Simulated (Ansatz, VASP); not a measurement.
## BN: VASP beside Ansatz

```
B N
1.0
     2.37879    0.00000    0.00000
    -1.18940    2.06009    0.00000
     0.00000    0.00000    6.49467
B N
2 2
Direct
  0.33333 0.66667 0.25000
  0.66667 0.33333 0.75000
  0.33333 0.66667 0.75000
  0.66667 0.33333 0.25000
```

Change from the starting cell: strain -0.050 along x and y, -0.025 along z, atoms carried along.

Alike in both runs: task single point; functional r2SCAN; k mesh 12 × 12 × 4; occupations gaussian, width 0.05 eV; no spin polarisation.

|  | VASP | Ansatz |
| --- | --- | --- |
| version | VASP 6.6.1 | Ansatz 0.2.0 |
| potentials or method | VASP PAW PBE potentials, release 64 (B, N), cutoff 520 eV | scalar-relativistic, plane waves, PAW |
| valence electrons in the cell | 16 | 16 |

```csv
,VASP,Ansatz,Ansatz less VASP
gap on the k mesh at the Fermi level (eV),5.09,5.04,-0.046
least direct gap on the mesh (eV),5.65,5.61,-0.040
pressure (GPa),48.0,47.5,-0.50
"traceless stress, the component that is largest in VASP (GPa)",-46.51,-45.61,+0.898
```

VASP's potentials were made for PBE, not for r2SCAN. Both programs put the cell under a high pressure, so it lies far from rest at this level.
